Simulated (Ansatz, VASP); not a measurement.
**One calculation of ZnS, two programs**

Contents of INCAR:

```
SYSTEM = ZnS
PREC = Accurate
ENCUT = 500
EDIFF = 1E-6
ISMEAR = 0
SIGMA = 0.1
LREAL = .False.
LASPH = .True.
NELM = 120
ALGO = Normal
ISIF = 2
LWAVE = .False.
LCHARG = .False.
GGA = PE
NBANDS = 26
GGA_COMPAT = .False.
```

File KPOINTS:

```
Automatic mesh
0
Gamma
  6 6 4
  0 0 0
```

File POSCAR:

```
ZnS
1.0
    3.8109987816      0.0000000000      0.0000000000
   -1.9054993908      3.3004217586      0.0000000000
    0.0000000000      0.0000000000      6.2340000000
Zn S
2 2
Direct
    0.3333333333      0.6666666667      0.0000000000
    0.6666666667      0.3333333333      0.5000000000
    0.3333333333      0.6666666667      0.3850000000
    0.6666666667      0.3333333333      0.8850000000
```

Input for Ansatz:

```yaml
crystal:
  lattice:
    - [3.8109987816, 0.0, 0.0]
    - [-1.9054993908, 3.3004217586, 0.0]
    - [0.0, 0.0, 6.234]
  atoms:
    - { symbol: Zn, position: [0.3333333333, 0.6666666667, 0.0] }
    - { symbol: Zn, position: [0.6666666667, 0.3333333333, 0.5] }
    - { symbol: S, position: [0.3333333333, 0.6666666667, 0.385] }
    - { symbol: S, position: [0.6666666667, 0.3333333333, 0.885] }
basis:
  ecutwfc: 520.0
kpoints:
  mp_grid: { grid: [6, 6, 4] }
hamiltonian:
  xc: pbe
scf:
  occupations: { method: gaussian, width: 0.1 }
output:
  forces: true
  stress: true
  eigenvalues: true
```

Alike in both runs: task single point; functional PBE; k mesh 6 × 6 × 4; occupations gaussian, width 0.1 eV; no spin polarisation.

|  | VASP | Ansatz |
| --- | --- | --- |
| version | VASP 6.6.1 | Ansatz 0.2.0 |
| potentials or method | VASP PAW PBE potentials, release 64 (Zn, S), cutoff 500 eV | scalar-relativistic, plane waves, PAW |
| valence electrons in the cell | 36 | 36 |

```csv
,VASP,Ansatz,Ansatz less VASP
gap on the k mesh at the Fermi level (eV),2.25,2.25,-0.004
least direct gap on the mesh (eV),2.25,2.25,-0.004
pressure (GPa),2.5,2.3,-0.16
"traceless stress, the component that is largest in VASP (GPa)",-1.40,-1.38,+0.022
rms of the force components (eV/Å),0.187,0.185,-0.0018
```

Atom by atom the forces differ by 0.002 eV/Å (rms over components).
